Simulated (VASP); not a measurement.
A run of VASP 6.6.1 is set up as follows.

POSCAR

```
MgS
1.0
    0.0000000000      2.7752850422      2.7752850422
    2.7752850422      0.0000000000      2.7752850422
    2.7752850422      2.7752850422      0.0000000000
S Mg
1 1
Direct
    0.2500000000      0.2500000000      0.2500000000
    0.0000000000      0.0000000000      0.0000000000
```

INCAR.step1

```
PREC = Accurate ; ENCUT = 660
ISMEAR = -1 ; SIGMA = 0.05
LREAL = F ; LASPH = T
NELM = 120 ; NBANDS = 15
GGA = PE ; ALGO = Normal
EDIFF = 1E-5 ; LWAVE = T
LCHARG = F ; GGA_COMPAT = F
```

Contents of INCAR.step2:

```
PREC = Accurate ; ENCUT = 660
EDIFF = 1E-6 ; ISMEAR = -1
SIGMA = 0.05 ; LREAL = F
LASPH = T ; NELM = 120
ALGO = Normal ; ISIF = 2
LWAVE = F ; LCHARG = F
METAGGA = R2SCAN ; LMIXTAU = T
NBANDS = 15 ; ISTART = 1
GGA_COMPAT = F
```

File KPOINTS:

```
Automatic mesh
0
Gamma
  8 8 8
```

Potentials or basis: VASP PAW PBE potentials, release 64 (S, Mg_sv).

Launch:

```console
$ cat potpaw_PBE.64/S/POTCAR potpaw_PBE.64/Mg_sv/POTCAR > POTCAR
$ cp INCAR.step1 INCAR
$ mpirun -np 1 vasp_std > vasp.out
$ cp INCAR.step2 INCAR
$ mpirun -np 1 vasp_std > vasp.out
```

Q: Predict the band gap on the k mesh.

A: 4.27 eV, indirect (least direct gap 4.47 eV).

Q: Estimate the pressure.

A: 3.9 GPa.

Caveat: the PAW data sets were made with another functional, which shifts forces and pressure a little. A k mesh can miss the band edges.
